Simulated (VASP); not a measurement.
# Lu (Fd-3m) in VASP: a series of runs

Runs on Lu. Level: PBE. Tasks: single point, relaxation of cell and atoms.

Everything below comes from runs of VASP 6.6.1. Logs are shortened: lines on timing, memory, paths and dates and some standing lists are left out, and cuts for length are marked.

**1. The cell of the first run**

The structure is cubic, space group Fd-3m (No. 227). Conventional cell: a = 5.238 Å, b = 5.238 Å, c = 5.238 Å, α = 90.00°, β = 90.00°, γ = 90.00°. Lu (site symmetry -43m) has 4 Lu at 2.27 Å within 3.0 Å.

This isn't the form of Lu at room conditions, which is hcp.

**2. Single point, PBE**

Input file INCAR:

```
SYSTEM = Lu
  PREC = Accurate
  ENCUT = 520
  EDIFF = 1E-6
  ISMEAR = -1
  SIGMA = 0.1
  LREAL = .False.
  LASPH = .True.
  NELM = 60
  ALGO = Normal
  ISIF = 2
  LWAVE = .False.
  LCHARG = .False.
  GGA = PE
  NBANDS = 32
```

Input file KPOINTS:

```
regular mesh
0
Gamma
  11 11 11
  0 0 0
```

Input file POSCAR:

```
Lu
1.0
    0.0000000000      2.6189099328      2.6189099328
    2.6189099328      0.0000000000      2.6189099328
    2.6189099328      2.6189099328      0.0000000000
Lu
2
Direct
    0.0000000000      0.0000000000      0.0000000000
    0.2500000000      0.2500000000      0.2500000000
```

Potentials or basis: VASP PAW PBE potentials, release 64 (Lu).

Run with:

```console
> cat potpaw_PBE.64/Lu/POTCAR > POTCAR
> mpirun -np 1 vasp_std > vasp.out
```

OUTCAR:

```text
SYSTEM = Lu
   PREC = Accurate
   ENCUT = 520
   EDIFF = 1E-6
   ISMEAR = -1
   LREAL = .False.
   LASPH = .True.
   NELM = 60
   ISIF = 2
   GGA = PE

 ion  position               nearest neighbor table
   1  0.000  0.000  0.000-   2 2.27   2 2.27   2 2.27   2 2.27
   2  0.250  0.250  0.250-   1 2.27   1 2.27   1 2.27   1 2.27

  LATTYP: Found a face centered cubic cell.
 ALAT       =     5.2378198656

  Lattice vectors:

 A1 = (   0.0000000000,   2.6189099328,   2.6189099328)
 A2 = (   2.6189099328,   0.0000000000,   2.6189099328)
 A3 = (   2.6189099328,   2.6189099328,   0.0000000000)

Analysis of symmetry for initial positions (statically):
=====================================================================
 Subroutine PRICEL returns:
 Original cell was already a primitive cell.

 Routine SETGRP: Setting up the symmetry group for a
 face centered cubic supercell.

 Subroutine GETGRP returns: Found 48 space group operations
 (whereof 24 operations were pure point group operations)
 out of a pool of 48 trial point group operations.

The static configuration has the point symmetry T_d .
 The point group associated with its full space group is O_h .

Analysis of symmetry for dynamics (positions and initial velocities):
=====================================================================
 Subroutine PRICEL returns:
 Original cell was already a primitive cell.

 Routine SETGRP: Setting up the symmetry group for a
 face centered cubic supercell.

 Subroutine GETGRP returns: Found 48 space group operations
 (whereof 24 operations were pure point group operations)
 out of a pool of 48 trial point group operations.

The dynamic configuration has the point symmetry T_d .
 The point group associated with its full space group is O_h .

 Subroutine INISYM returns: Found 48 space group operations
 (whereof 24 operations are pure point group operations),
 and found     1 'primitive' translations

----------------------------------------------------------------------------------------

                                     Primitive cell

  volume of cell :      35.9246

  direct lattice vectors                    reciprocal lattice vectors
     0.000000000  2.618909933  2.618909933    -0.190919128  0.190919128  0.190919128
     2.618909933  0.000000000  2.618909933     0.190919128 -0.190919128  0.190919128
     2.618909933  2.618909933  0.000000000     0.190919128  0.190919128 -0.190919128

  length of vectors
     3.703697946  3.703697946  3.703697946     0.330681629  0.330681629  0.330681629

  position of ions in fractional coordinates (direct lattice)
     0.000000000  0.000000000  0.000000000
     0.250000000  0.250000000  0.250000000

  ion indices of the primitive-cell ions
   primitive index   ion index
                 1           1
                 2           2

----------------------------------------------------------------------------------------

 KPOINTS: regular mesh

Automatic generation of k-mesh.
 Grid dimensions read from file:
 generate k-points for:   11   11   11

 Generating k-lattice:

  Cartesian coordinates                     Fractional coordinates (reciprocal lattice)
    -0.017356284  0.017356284  0.017356284     0.090909091  0.000000000  0.000000000
     0.017356284 -0.017356284  0.017356284     0.000000000  0.090909091  0.000000000
     0.017356284  0.017356284 -0.017356284     0.000000000  0.000000000  0.090909091

  Length of vectors
     0.030061966  0.030061966  0.030061966

  Shift w.r.t. Gamma in fractional coordinates (k-lattice)
     0.000000000  0.000000000  0.000000000

 Subroutine IBZKPT returns following result:
 ===========================================

 Found     56 irreducible k-points:

 Following reciprocal coordinates:
            Coordinates               Weight
  0.000000  0.000000  0.000000      1.000000
  0.090909  0.000000  0.000000      8.000000
  0.181818  0.000000  0.000000      8.000000
  0.272727  0.000000  0.000000      8.000000
  0.363636  0.000000  0.000000      8.000000
  0.454545  0.000000  0.000000      8.000000
[... 16 lines left out ...]
 -0.272727  0.181818  0.000000     24.000000
 -0.181818  0.181818  0.000000     12.000000
 [... further k-points ...]
   k-points           NKPTS =     56   k-points in BZ     NKDIM =     56   number of bands    NBANDS=     32
   number of dos      NEDOS =    301   number of ions     NIONS =      2
   total plane-waves  NPLWV =  21952
   dimension x,y,z NGX =    28 NGY =   28 NGZ =   28
   dimension x,y,z NGXF=    56 NGYF=   56 NGZF=   56
   ions per type =               2
   NGX,Y,Z   is equivalent  to a cutoff of  12.57, 12.57, 12.57 a.u.
   NGXF,Y,Z  is equivalent  to a cutoff of  25.14, 25.14, 25.14 a.u.
 SYSTEM =  Lu
   PREC   = accura    normal or accurate (medium, high low for compatibility)
   ISTART =      0    job   : 0-new  1-cont  2-samecut
   ICHARG =      2    charge: 1-file 2-atom 10-const
   ISPIN  =      1    spin polarized calculation?
   LNONCOLLINEAR =      F non collinear calculations
   LSORBIT =      F    spin-orbit coupling
   LASPH  =      T    aspherical Exc in radial PAW
   ENCUT  =  520.0 eV  38.22 Ry    6.18 a.u.   6.89  6.89  6.89*2*pi/ulx,y,z
   NELM   =     60;   NELMIN=  2; NELMDL= -5     # of ELM steps
   EDIFF  = 0.1E-05   stopping-criterion for ELM
   LREAL  =      F    real-space projection
   EDIFFG = 0.1E-04   stopping-criterion for IOM
   NSW    =      0    number of steps for IOM
   IBRION =     -1    ionic relax: 0-MD 1-quasi-New 2-CG
   NFREE  =      0    steps in history (QN), initial steepest desc. (CG)
   ISIF   =      2    stress and relaxation
   ISYM   =      2    0-nonsym 1-usesym 2-fastsym
   POTIM  = 0.5000    time-step for ionic-motion
   TEBEG  =    0.0;   TEEND  =   0.0 temperature during run
   PSTRESS=    0.0 pullay stress
   NELECT =      50.0000    total number of electrons
   NUPDOWN=      -1.0000    fix difference up-down
   EMIN   =  10.00;   EMAX   =-10.00  energy-range for DOS
   EFERMI =   0.00;   METHOD = LEGACY
   ISMEAR =    -1;   SIGMA  =   0.10  broadening in eV -4-tet -1-fermi 0-gaus
   EFERMI_NEDOS =   21; number of points for ismear=-14 and -15
   IALGO  =     38    algorithm
   IMIX   =      4    mixing-type and parameters
     AMIX     =   0.40;   BMIX     =  1.00
     AMIX_MAG =   1.60;   BMIX_MAG =  1.00
  volume/ion in A,a.u.               =      17.96       121.22
  Fermi-wavevector in a.u.,A,eV,Ry     =   1.827824  3.454086 45.456234  3.340939
  Thomas-Fermi vector in A             =   2.882843
   LORBIT       =      0    0 simple, 1 ext, 2 COOP (PROOUT), +10 PAW based schemes
   GGA     = PE    functional components
   LHFCALC =     F    Hartree Fock is set to
   AEXX    =    0.0000 exact exchange contribution
   IVDW    =     0    specifies the selected vdW correction
   LEPSILON=     F    determine dielectric tensor
   LRPA    =     F    only Hartree local field effects (RPA)
 non-spin polarized calculation
  energy-cutoff  :      520.00
  volume of cell :       35.92
 maximum number of plane-waves:       982
   NGX = 13   NGY = 13   NGZ = 13

 number of electron      49.9999995 magnetization

 Free energy of the ion-electron system (eV)
  ---------------------------------------------------
  ext. energy  EPLUGINS =         0.00000000
  ---------------------------------------------------
  free energy    TOTEN  =        -0.05540875 eV

  energy without entropy =       -0.00192549  energy(sigma->0) =       -0.02866712

 E-fermi :   4.1711     XC(G=0): -13.0351

 val. band max:        4.1690662226   @ k =  -0.4545   0.3636   0.1818
 cond. band min:       4.1830992504   @ k =  -0.4545   0.3636   0.0000
 fundamental gap:      0.0140330278
 Fermi energy:         4.1710797657

 k-point     1 :       0.0000    0.0000    0.0000
  band No.  band energies     occupation
      1     -53.5830      2.00000
      2     -51.4655      2.00000
      3     -25.0687      2.00000
      4     -25.0687      2.00000
      5     -25.0687      2.00000
      6     -21.9670      2.00000
[... 24 lines left out ...]
     31       9.3344      0.00000
     32      15.1767      0.00000

 k-point     2 :       0.0909    0.0000    0.0000
  band No.  band energies     occupation
      1     -53.5540      2.00000
      2     -51.5012      2.00000
      3     -25.1077      2.00000
      4     -25.1077      2.00000
      5     -25.0770      2.00000
      6     -21.9469      2.00000
[... 24 lines left out ...]
     31       9.2134      0.00000
     32      15.2812      0.00000

 k-point     3 :       0.1818    0.0000    0.0000
  band No.  band energies     occupation
      1     -53.4708      2.00000
      2     -51.6022      2.00000
      3     -25.2065      2.00000
      4     -25.2065      2.00000
      5     -25.1038      2.00000
      6     -21.8843      2.00000
[... 24 lines left out ...]
     31       9.0769      0.00000
     32      15.7840      0.00000

 k-point     4 :       0.2727    0.0000    0.0000
  band No.  band energies     occupation
      1     -53.3464      2.00000
      2     -51.7499      2.00000
      3     -25.3254      2.00000
      4     -25.3254      2.00000
      5     -25.1482      2.00000
      6     -21.7841      2.00000
[... 24 lines left out ...]
     31       9.5768      0.00000
     32      15.6045      0.00000

 k-point     5 :       0.3636    0.0000    0.0000
  band No.  band energies     occupation
      1     -53.2081      2.00000
      2     -51.9095      2.00000
      3     -25.4261      2.00000
      4     -25.4261      2.00000
      5     -25.1970      2.00000
      6     -21.6753      2.00000
[... 584 lines left out ...]
     31      10.6737      0.00000
     32      12.4783      0.00000

 k-point    22 :      -0.3636    0.1818    0.0000
  band No.  band energies     occupation
      1     -53.0340      2.00000
      2     -52.1038      2.00000
      3     -25.8870      2.00000
      4     -25.5433      2.00000
      5     -24.6398      2.00000
      6     -22.2133      2.00000
[... 24 lines left out ...]
     31      11.0430      0.00000
     32      11.5503      0.00000

 k-point    23 :      -0.2727    0.1818    0.0000
  band No.  band energies     occupation
      1     -53.1612      2.00000
      2     -51.9625      2.00000
      3     -25.7971      2.00000
      4     -25.4344      2.00000
      5     -24.7381      2.00000
      6     -22.1438      2.00000
[... 24 lines left out ...]
     31       9.6647      0.00000
     32      12.4211      0.00000

 k-point    24 :      -0.1818    0.1818    0.0000
  band No.  band energies     occupation
      1     -53.2990      2.00000
      2     -51.8051      2.00000
      3     -25.6285      2.00000
      4     -25.3159      2.00000
      5     -24.8682      2.00000
      6     -22.0620      2.00000
[... 24 lines left out ...]
     31       8.6774      0.00000
     32      13.5888      0.00000

 [... further k-points ...]

------------------------ aborting loop because EDIFF is reached ----------------------------------------

  FORCE on cell =-STRESS in cart. coord.  units (eV):
  Direction    XX          YY          ZZ          XY          YZ          ZX
  --------------------------------------------------------------------------------------
  -------------------------------------------------------------------------------------
  Total       14.8416878     14.8416878     14.8416878      0.0000000      0.0000000      0.0000000
  in kB      661.9149490    661.9149490    661.9149490      0.0000000      0.0000000      0.0000000
  external PRESSURE =     661.9149490 kB  Pullay stress =       0.0000000 kB

 VOLUME and BASIS-vectors are now :
 -----------------------------------------------------------------------------
  energy-cutoff  :      520.00
  volume of cell :       35.92
      direct lattice vectors                 reciprocal lattice vectors
     0.000000000  2.618909933  2.618909933    -0.190919128  0.190919128  0.190919128
     2.618909933  0.000000000  2.618909933     0.190919128 -0.190919128  0.190919128
     2.618909933  2.618909933  0.000000000     0.190919128  0.190919128 -0.190919128

 POSITION                                       TOTAL-FORCE (eV/Angst)
 -----------------------------------------------------------------------------------
      0.00000      0.00000      0.00000        -0.000000     -0.000000     -0.000000
      1.30945      1.30945      1.30945         0.000000      0.000000      0.000000
 -----------------------------------------------------------------------------------
    total drift:                                0.000000      0.000000      0.000000

  FREE ENERGIE OF THE ION-ELECTRON SYSTEM (eV)
  ---------------------------------------------------
  free  energy   TOTEN  =        -0.0554087511 eV

  energy  without entropy=       -0.0019254861  energy(sigma->0) =       -0.02866712
```

Wall time 50 s (1 thread of AMD EPYC 9R14 (Zen 4), shared host); peak memory 0.17 GiB.

What came out:

```
Free energy            : -0.0554 eV
Pressure               : 66.2 GPa
Band gap on the k mesh : zero (bands 25 and 26 overlap by 2.17 eV)
```

Caveat: the cell stands under pressure; spin-orbit coupling is left out, which moves the levels of the heavy elements.

**3. Single point, PBE**

This run uses another cell than the first one, of 20.08 Å³/atom.

Input file INCAR:

```
SYSTEM = Lu
PREC = Accurate
ENCUT = 520
EDIFF = 1E-6
ISMEAR = -1
SIGMA = 0.1
LREAL = .FALSE.
LASPH = .TRUE.
NELM = 60
ALGO = Normal
ISIF = 2
LWAVE = .FALSE.
LCHARG = .TRUE.
GGA = PE
LELF = .TRUE.
LVHAR = .TRUE.
NBANDS = 32
```

Input file KPOINTS:

```
Automatic mesh
0
G
  11 11 11
  0 0 0
```

Input file POSCAR:

```
Lu
1.0
    0.0000000000      2.7181696954      2.7181696954
    2.7181696954      0.0000000000      2.7181696954
    2.7181696954      2.7181696954      0.0000000000
Lu
2
Direct
    0.0000000000      0.0000000000      0.0000000000
    0.2500000000      0.2500000000      0.2500000000
```

Potentials or basis: VASP PAW PBE potentials, release 64 (Lu).

Run with:

```console
> cat potpaw_PBE.64/Lu/POTCAR > POTCAR
> mpirun -np 1 vasp_std > vasp.out
```

It took 58 s on 1 thread of AMD EPYC 9R14 (Zen 4), shared host; peak memory 0.19 GiB.

The run converged. Its results:

| Property | Result |
| --- | --- |
| Free energy | -1.4802 eV |
| Pressure | 43.2 GPa |
| Band gap on the k mesh | zero (bands 25 and 26 overlap by 1.97 eV) |

Levels at points of the mesh, in eV from the Fermi level:
```tsv
k point	band 23	band 24	band 25	band 26	band 27	band 28
(0.00, 0.00, 0.00)	-5.35	-1.07	-1.07	1.37	1.37	1.37
```

Caveat: the cell stands under pressure; spin-orbit coupling is left out, which moves the levels of the heavy elements.

**4. Single point, PBE**

This run uses another cell than the first one, of 24.69 Å³/atom.

Input file INCAR:

```
SYSTEM = Lu
PREC = Accurate
ENCUT = 520
EDIFF = 1E-6
ISMEAR = -1
SIGMA = 0.1
LREAL = .False.
LASPH = .True.
NELM = 80
ALGO = Normal
ISIF = 2
LWAVE = .False.
LCHARG = .False.
GGA = PE
NBANDS = 32
```

Input file KPOINTS:

```
Automatic mesh
0
Gamma
  11 11 11
  0 0 0
```

Input file POSCAR:

```
Lu
1.0
    0.0000000000      2.9118245194      2.9118245194
    2.9118245194      0.0000000000      2.9118245194
    2.9118245194      2.9118245194      0.0000000000
Lu
2
Direct
    0.0000000000      0.0000000000      0.0000000000
    0.2500000000      0.2500000000      0.2500000000
```

Run with:

```console
> cat potpaw_PBE.64/Lu/POTCAR > POTCAR
> mpirun -np 1 vasp_std > vasp.out
```

Run time: 59 s. Hardware: 1 thread of AMD EPYC 9R14 (Zen 4), shared host; peak memory 0.2 GiB.

It converged, with:

- Free energy: -3.2245 eV
- Pressure: 20.9 GPa
- Band gap on the k mesh: zero (bands 25 and 26 overlap by 1.33 eV)

Levels at points of the mesh, in eV from the Fermi level:
```csv
k point,band 21,band 22,band 23,band 24,band 25,band 26,band 27,band 28,band 29,band 30
"(0.00, 0.00, 0.00)",-5.18,-5.18,-5.18,-0.38,-0.38,1.26,1.26,1.26,3.74,3.74
```

Caveat: the cell stands under pressure; spin-orbit coupling is left out, which moves the levels of the heavy elements.

**5. Single point, PBE**

This run uses another cell than the first one, of 50.78 Å³/atom.

Input file INCAR:

```
  PREC = Accurate
  ENCUT = 520
  EDIFF = 1E-6
  ISMEAR = -1
  SIGMA = 0.1
  LREAL = F
  LASPH = T
  NELM = 80
  ALGO = Normal
  ISIF = 2
  LWAVE = F
  LCHARG = F
  GGA = PE
  NBANDS = 32
```

Input file KPOINTS:

```
regular mesh
0
Gamma
  11 11 11
```

Input file POSCAR:

```
Lu
1.0
    0.0000000000      3.7031855968      3.7031855968
    3.7031855968      0.0000000000      3.7031855968
    3.7031855968      3.7031855968      0.0000000000
Lu
2
Direct
    0.0000000000      0.0000000000      0.0000000000
    0.2500000000      0.2500000000      0.2500000000
```

Run with:

```console
> cat potpaw_PBE.64/Lu/POTCAR > POTCAR
> mpirun -np 1 vasp_std > vasp.out
```

It took 2.3 min on 1 thread of AMD EPYC 9R14 (Zen 4), shared host; peak memory 0.3 GiB.

The run converged. Its results:

| Item | Value |
| --- | --- |
| Free energy | -5.1282 eV |
| Pressure | 0.0 GPa |
| Band gap on the k mesh | zero (bands 25 and 26 overlap by 1.05 eV) |

Levels at points of the mesh, in eV from the Fermi level:
| k point | band 20 | band 21 | band 22 | band 23 | band 24 | band 25 | band 26 | band 27 | band 28 | band 29 |
| --- | --- | --- | --- | --- | --- | --- | --- | --- | --- | --- |
| (0.00, 0.00, 0.00) | -5.87 | -5.87 | -5.86 | -4.45 | 0.38 | 0.38 | 0.45 | 0.45 | 0.45 | 1.81 |

Caveat: spin-orbit coupling is left out, which moves the levels of the heavy elements.

[end of part 1 of 2]
